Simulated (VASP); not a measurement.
# CdSe (sol2) (P6_3mc) in VASP: single point with PBEsol

Aim: the single point of CdSe (sol2) with PBEsol.

Program: VASP 6.6.1. These are calculated values, not measurements. Logs are shortened: lines on timing, memory, paths and dates and some standing lists are left out, and cuts for length are marked.

### Step 1. The cell of the first run

Symmetry: P6_3mc, No. 186, hexagonal system. Conventional cell: a = 4.259 Å, b = 4.259 Å, c = 6.951 Å, α = 90.00°, β = 90.00°, γ = 120.00°. Within 3.4 Å of Cd (site symmetry 3m) lie 4 Se at 2.61 Å. Within 3.4 Å of Se (site symmetry 3m) lie 4 Cd at 2.61 Å.

### Step 2. Single point, PBEsol (strained cell)

Input file INCAR:

```
SYSTEM = CdSe
  ALGO = Normal
  EDIFF = 1E-6
  ENCUT = 500
  GGA = PS
  GGA_COMPAT = .False.
  ISIF = 2
  ISMEAR = 0
  LASPH = .True.
  LCHARG = .False.
  LREAL = .False.
  LWAVE = .False.
  NBANDS = 26
  NELM = 120
  PREC = Accurate
  SIGMA = 0.02
```

Input file KPOINTS:

```
k-points
0
Gamma
  9 9 4
  0 0 0
```

Input file POSCAR:

```
CdSe
1.0
    4.2590929096      0.0000000000      0.0000000000
   -2.1295464548      3.6884826568      0.0000000000
    0.0000000000      0.0000000000      6.9511812038
Cd Se
2 2
Direct
    0.3333333333      0.6666666667      0.0001850840
    0.6666666667      0.3333333333      0.5001850840
    0.3333333333      0.6666666667      0.3758149160
    0.6666666667      0.3333333333      0.8758149160
```

Potentials or basis: VASP PAW PBE potentials, release 64 (Cd, Se).

On the command line:

```
$ cat potpaw_PBE.64/Cd/POTCAR potpaw_PBE.64/Se/POTCAR > POTCAR
$ mpirun -np 1 vasp_std > vasp.out
```

OUTCAR:

```text
SYSTEM = CdSe
   EDIFF = 1E-6
   ENCUT = 500
   GGA = PS
   ISIF = 2
   ISMEAR = 0
   LASPH = .True.
   LREAL = .False.
   NELM = 120
   PREC = Accurate

 ion  position               nearest neighbor table
   1  0.333  0.667  0.000-   4 2.61   4 2.61   4 2.61   3 2.61
   2  0.667  0.333  0.500-   3 2.61   3 2.61   3 2.61   4 2.61
   3  0.333  0.667  0.376-   2 2.61   2 2.61   2 2.61   1 2.61
   4  0.667  0.333  0.876-   1 2.61   1 2.61   1 2.61   2 2.61

  LATTYP: Found a hexagonal cell.
 ALAT       =     4.2590929096
 C/A-ratio  =     1.6320801991

  Lattice vectors:

 A1 = (   4.2590929096,   0.0000000000,   0.0000000000)
 A2 = (  -2.1295464548,   3.6884826568,   0.0000000000)
 A3 = (   0.0000000000,   0.0000000000,   6.9511812038)

Analysis of symmetry for initial positions (statically):
=====================================================================
 Subroutine PRICEL returns:
 Original cell was already a primitive cell.

 Routine SETGRP: Setting up the symmetry group for a
 hexagonal supercell.

 Subroutine GETGRP returns: Found 12 space group operations
 (whereof  6 operations were pure point group operations)
 out of a pool of 24 trial point group operations.

The static configuration has the point symmetry C_3v.
 The point group associated with its full space group is C_6v.

Analysis of symmetry for dynamics (positions and initial velocities):
=====================================================================
 Subroutine PRICEL returns:
 Original cell was already a primitive cell.

 Routine SETGRP: Setting up the symmetry group for a
 hexagonal supercell.

 Subroutine GETGRP returns: Found 12 space group operations
 (whereof  6 operations were pure point group operations)
 out of a pool of 24 trial point group operations.

The dynamic configuration has the point symmetry C_3v.
 The point group associated with its full space group is C_6v.

 Subroutine INISYM returns: Found 12 space group operations
 (whereof  6 operations are pure point group operations),
 and found     1 'primitive' translations

----------------------------------------------------------------------------------------

                                     Primitive cell

  volume of cell :     109.2002

  direct lattice vectors                    reciprocal lattice vectors
     4.259092910  0.000000000  0.000000000     0.234791779  0.135557097  0.000000000
    -2.129546455  3.688482657  0.000000000     0.000000000  0.271114193  0.000000000
     0.000000000  0.000000000  6.951181204     0.000000000  0.000000000  0.143860442

  length of vectors
     4.259092910  4.259092910  6.951181204     0.271114193  0.271114193  0.143860442

  position of ions in fractional coordinates (direct lattice)
     0.333333333  0.666666667  0.000185084
     0.666666667  0.333333333  0.500185084
     0.333333333  0.666666667  0.375814916
     0.666666667  0.333333333  0.875814916

  ion indices of the primitive-cell ions
   primitive index   ion index
                 1           1
                 2           2
                 3           3
                 4           4

----------------------------------------------------------------------------------------

 KPOINTS: k-points

Automatic generation of k-mesh.
 Grid dimensions read from file:
 generate k-points for:    9    9    4

 Generating k-lattice:

  Cartesian coordinates                     Fractional coordinates (reciprocal lattice)
     0.026087975  0.015061900  0.000000000     0.111111111 -0.000000000  0.000000000
     0.000000000  0.030123799  0.000000000     0.000000000  0.111111111  0.000000000
     0.000000000  0.000000000  0.035965110     0.000000000  0.000000000  0.250000000

  Length of vectors
     0.030123799  0.030123799  0.035965110

  Shift w.r.t. Gamma in fractional coordinates (k-lattice)
     0.000000000  0.000000000  0.000000000

 Subroutine IBZKPT returns following result:
 ===========================================

 Found     36 irreducible k-points:

 Following reciprocal coordinates:
            Coordinates               Weight
  0.000000  0.000000  0.000000      1.000000
  0.111111 -0.000000  0.000000      6.000000
  0.222222  0.000000  0.000000      6.000000
  0.333333  0.000000  0.000000      6.000000
  0.444444  0.000000  0.000000      6.000000
  0.111111  0.111111  0.000000      6.000000
[... 16 lines left out ...]
  0.333333  0.222222  0.250000     24.000000
  0.333333  0.333333  0.250000      4.000000
 [... further k-points ...]
   k-points           NKPTS =     36   k-points in BZ     NKDIM =     36   number of bands    NBANDS=     26
   number of dos      NEDOS =    301   number of ions     NIONS =      4
   total plane-waves  NPLWV =  55296
   dimension x,y,z NGX =    32 NGY =   32 NGZ =   54
   dimension x,y,z NGXF=    64 NGYF=   64 NGZF=  108
   ions per type =               2   2
   NGX,Y,Z   is equivalent  to a cutoff of  12.49, 12.49, 12.91 a.u.
   NGXF,Y,Z  is equivalent  to a cutoff of  24.98, 24.98, 25.83 a.u.
 SYSTEM =  CdSe
   PREC   = accura    normal or accurate (medium, high low for compatibility)
   ISTART =      0    job   : 0-new  1-cont  2-samecut
   ICHARG =      2    charge: 1-file 2-atom 10-const
   ISPIN  =      1    spin polarized calculation?
   LNONCOLLINEAR =      F non collinear calculations
   LSORBIT =      F    spin-orbit coupling
   LASPH  =      T    aspherical Exc in radial PAW
   ENCUT  =  500.0 eV  36.75 Ry    6.06 a.u.   7.77  7.77 12.67*2*pi/ulx,y,z
   NELM   =    120;   NELMIN=  2; NELMDL= -5     # of ELM steps
   EDIFF  = 0.1E-05   stopping-criterion for ELM
   LREAL  =      F    real-space projection
   EDIFFG = 0.1E-04   stopping-criterion for IOM
   NSW    =      0    number of steps for IOM
   IBRION =     -1    ionic relax: 0-MD 1-quasi-New 2-CG
   NFREE  =      0    steps in history (QN), initial steepest desc. (CG)
   ISIF   =      2    stress and relaxation
   ISYM   =      2    0-nonsym 1-usesym 2-fastsym
   POTIM  = 0.5000    time-step for ionic-motion
   TEBEG  =    0.0;   TEEND  =   0.0 temperature during run
   PSTRESS=    0.0 pullay stress
   NELECT =      36.0000    total number of electrons
   NUPDOWN=      -1.0000    fix difference up-down
   EMIN   =  10.00;   EMAX   =-10.00  energy-range for DOS
   EFERMI =   0.00;   METHOD = LEGACY
   ISMEAR =     0;   SIGMA  =   0.02  broadening in eV -4-tet -1-fermi 0-gaus
   EFERMI_NEDOS =   21; number of points for ismear=-14 and -15
   IALGO  =     38    algorithm
   IMIX   =      4    mixing-type and parameters
     AMIX     =   0.40;   BMIX     =  1.00
     AMIX_MAG =   1.60;   BMIX_MAG =  1.00
  volume/ion in A,a.u.               =      27.30       184.23
  Fermi-wavevector in a.u.,A,eV,Ry     =   1.130927  2.137142 17.401790  1.278995
  Thomas-Fermi vector in A             =   2.267625
   LORBIT       =      0    0 simple, 1 ext, 2 COOP (PROOUT), +10 PAW based schemes
   GGA     = PS    functional components
   LHFCALC =     F    Hartree Fock is set to
   AEXX    =    0.0000 exact exchange contribution
   IVDW    =     0    specifies the selected vdW correction
   LEPSILON=     F    determine dielectric tensor
   LRPA    =     F    only Hartree local field effects (RPA)
 non-spin polarized calculation
 Gauss-broadening in eV      SIGMA  =   0.02
  energy-cutoff  :      500.00
  volume of cell :      109.20
 maximum number of plane-waves:      2802
 NGX is ok and might be reduce to    32
   NGX = 15   NGY = 15   NGZ = 25

 number of electron      35.9999999 magnetization

 Free energy of the ion-electron system (eV)
  ---------------------------------------------------
  ext. energy  EPLUGINS =         0.00000000
  ---------------------------------------------------
  free energy    TOTEN  =       -12.32687034 eV

  energy without entropy =      -12.32687034  energy(sigma->0) =      -12.32687034

 E-fermi :   1.1791     XC(G=0):  -9.2289

 val. band max:        1.0599229414   @ k =   0.0000   0.0000   0.0000
 cond. band min:       1.6632134533   @ k =   0.0000   0.0000   0.0000
 fundamental gap:      0.6032905120
 Fermi energy:         1.1790812860

 k-point     1 :       0.0000    0.0000    0.0000
  band No.  band energies     occupation
      1     -11.7470      2.00000
      2     -11.3336      2.00000
      3      -6.9564      2.00000
      4      -6.9483      2.00000
      5      -6.9483      2.00000
      6      -6.8738      2.00000
[... 18 lines left out ...]
     25       8.0408      0.00000
     26       8.7509      0.00000

 k-point     2 :       0.1111   -0.0000    0.0000
  band No.  band energies     occupation
      1     -11.7053      2.00000
      2     -11.3144      2.00000
      3      -6.9439      2.00000
      4      -6.9331      2.00000
      5      -6.9191      2.00000
      6      -6.8560      2.00000
[... 18 lines left out ...]
     25       8.3456      0.00000
     26       8.4966      0.00000

 k-point     3 :       0.2222    0.0000    0.0000
  band No.  band energies     occupation
      1     -11.5955      2.00000
      2     -11.2687      2.00000
      3      -6.9105      2.00000
      4      -6.8984      2.00000
      5      -6.8375      2.00000
      6      -6.7991      2.00000
[... 18 lines left out ...]
     25       8.2529      0.00000
     26       9.0264      0.00000

 k-point     4 :       0.3333    0.0000    0.0000
  band No.  band energies     occupation
      1     -11.4598      2.00000
      2     -11.2253      2.00000
      3      -6.8806      2.00000
      4      -6.8674      2.00000
      5      -6.7578      2.00000
      6      -6.7389      2.00000
[... 18 lines left out ...]
     25       8.8164      0.00000
     26       9.3249      0.00000

 k-point     5 :       0.4444    0.0000    0.0000
  band No.  band energies     occupation
      1     -11.3574      2.00000
      2     -11.2096      2.00000
      3      -6.8670      2.00000
      4      -6.8530      2.00000
      5      -6.7019      2.00000
      6      -6.7015      2.00000
[... 18 lines left out ...]
     25       8.9649      0.00000
     26      10.4962      0.00000

 k-point     6 :       0.1111    0.1111    0.0000
  band No.  band energies     occupation
      1     -11.6295      2.00000
      2     -11.2820      2.00000
      3      -6.9183      2.00000
      4      -6.9102      2.00000
      5      -6.8619      2.00000
      6      -6.8256      2.00000
[... 427 lines left out ...]
 k-point    21 :       0.4444    0.1111    0.2500
  band No.  band energies     occupation
      1     -11.3053      2.00000
      2     -11.2231      2.00000
      3      -6.8527      2.00000
      4      -6.8315      2.00000
      5      -6.7498      2.00000
      6      -6.7166      2.00000
[... 18 lines left out ...]
     25       8.9965      0.00000
     26      10.1423      0.00000

 k-point    22 :       0.2222    0.2222    0.2500
  band No.  band energies     occupation
      1     -11.3643      2.00000
      2     -11.2356      2.00000
      3      -6.8566      2.00000
      4      -6.8355      2.00000
      5      -6.7611      2.00000
      6      -6.7418      2.00000
[... 18 lines left out ...]
     25       8.5072      0.00000
     26       9.5224      0.00000

 k-point    23 :       0.3333    0.2222    0.2500
  band No.  band energies     occupation
      1     -11.2870      2.00000
      2     -11.2226      2.00000
      3      -6.8540      2.00000
      4      -6.8082      2.00000
      5      -6.7506      2.00000
      6      -6.7156      2.00000
[... 18 lines left out ...]
     25       9.1275      0.00000
     26       9.6632      0.00000

 k-point    24 :       0.3333    0.3333    0.2500
  band No.  band energies     occupation
      1     -11.2395      2.00000
      2     -11.2395      2.00000
      3      -6.8574      2.00000
      4      -6.7688      2.00000
      5      -6.7688      2.00000
      6      -6.7086      2.00000
[... 18 lines left out ...]
     25       9.7238      0.00000
     26       9.7239      0.00000

 [... further k-points ...]
[... 5 lines left out ...]
  --------------------------------------------------------------------------------------
  -------------------------------------------------------------------------------------
  Total        1.3917938      1.3917938      1.4167721      0.0000000      0.0000000      0.0000000
  in kB       20.4202954     20.4202954     20.7867743      0.0000000      0.0000000      0.0000000
  external PRESSURE =      20.5424550 kB  Pullay stress =       0.0000000 kB

 VOLUME and BASIS-vectors are now :
 -----------------------------------------------------------------------------
  energy-cutoff  :      500.00
  volume of cell :      109.20
      direct lattice vectors                 reciprocal lattice vectors
     4.259092910  0.000000000  0.000000000     0.234791779  0.135557097  0.000000000
    -2.129546455  3.688482657  0.000000000     0.000000000  0.271114193  0.000000000
     0.000000000  0.000000000  6.951181204     0.000000000  0.000000000  0.143860442

 POSITION                                       TOTAL-FORCE (eV/Angst)
 -----------------------------------------------------------------------------------
     -0.00000      2.45899      0.00129         0.000000     -0.000000      0.001344
      2.12955      1.22949      3.47688        -0.000000      0.000000      0.001344
     -0.00000      2.45899      2.61236        -0.000000      0.000000     -0.001344
      2.12955      1.22949      6.08795         0.000000     -0.000000     -0.001344
 -----------------------------------------------------------------------------------
    total drift:                               -0.000000     -0.000000      0.001105

  FREE ENERGIE OF THE ION-ELECTRON SYSTEM (eV)
  ---------------------------------------------------
  free  energy   TOTEN  =       -12.3268703377 eV

  energy  without entropy=      -12.3268703377  energy(sigma->0) =      -12.32687034
```

It took 58 s on 1 thread of Intel Xeon Platinum 8559C (Emerald Rapids), shared host; peak memory 0.25 GiB.

Results:

```yaml
Free_energy: -12.3269 eV
Pressure: 2.1 GPa
Band_gap_on_the_k_mesh: 0.60 eV, direct
```

Levels at points of the mesh, in eV from the valence-band top:
```tsv
k point	band 15	band 16	band 17	band 18	band 19	band 20	band 21	band 22
(0.00, 0.00, 0.00)	-0.82	-0.06	0.00	0.00	0.60	2.13	5.78	5.78
(0.00, 0.00, 0.50)	-0.43	-0.43	-0.43	-0.43	2.33	2.33	5.79	5.79
```

Caveat: the cell differs from its parent crystal (strained cell); the PAW data sets were made with another functional, which shifts forces and pressure a little.
